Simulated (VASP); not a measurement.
Set up this calculation in VASP 6.6.1, as the native input.

```yaml
Task: single point
Functional: PBE
Potentials_or_basis: VASP PAW PBE potentials, release 64 (Mg, O)
Cutoff: 520 eV
k_mesh: 2 × 2 × 2
Occupations: fermi-dirac, width 0.05 eV
Spin: no spin polarisation
Dipole_correction: no
Further_INCAR_settings: LREAL = Auto; ALGO = Normal; EDIFF = 1e-06; NBANDS = 47
```

The structure of Mg9O8 (a cell with a defect) lies in POSCAR:

```
Mg9O8
1.0
    0.0000000000      4.1842000000      4.1842000000
    4.1842000000      0.0000000000      4.1842000000
    4.1842000000      4.1842000000      0.0000000000
Mg O
9 8
Direct
   -0.0338535443      0.0339969409     -0.0073490751
   -0.0112446824     -0.0067037904      0.5131566369
   -0.0131088380      0.4941565891      0.0145906027
    0.0103245543      0.5051383777      0.4836527891
    0.5188088523      0.0152717365      0.0126427991
    0.5347856221      0.0287390660      0.3822594522
    0.4952798623      0.4624659433      0.0498183643
    0.5013861670      0.4522489365      0.5270063572
    0.3931695426      0.8928827494      0.8200850820
    0.2370584580      0.2593805267      0.2354810955
    0.1805124038      0.2604082023      0.8107643038
    0.2633478323      0.7638258209      0.2416232494
    0.2598824148      0.7097414082      0.7651641891
    0.7469528225      0.2713063429      0.2417427465
    0.7667893504      0.2460207447      0.7410974619
    0.7880120453      0.7424836289      0.2299125281
    0.7496415085      0.7605874480      0.7891233689
```

The input as run:

INCAR

```
PREC = Accurate
ENCUT = 520
EDIFF = 1E-6
ISMEAR = -1
SIGMA = 0.05
LREAL = Auto
LASPH = True
NELM = 100
ALGO = Normal
ISIF = 2
LWAVE = False
LCHARG = True
GGA = PE
LELF = True
LVHAR = True
NBANDS = 47
```

KPOINTS

```
Automatic mesh
0
Gamma
  2 2 2
```

Potentials or basis: VASP PAW PBE potentials, release 64 (Mg, O).

Launch:

```console
$ cat potpaw_PBE.64/Mg/POTCAR potpaw_PBE.64/O/POTCAR > POTCAR
$ mpirun -np 1 vasp_std > vasp.out
```

Results of the run:

```yaml
Pressure: 51.7 GPa
Largest_force: 2.033 eV/Å
Band_gap_on_the_k_mesh: 0.09 eV
```

Caveat: the k points lie up to 0.65 Å⁻¹ apart.

Run time: 3 min on 1 thread of Intel Xeon 8259CL, with other jobs on the host, peak memory 0.32 GiB.
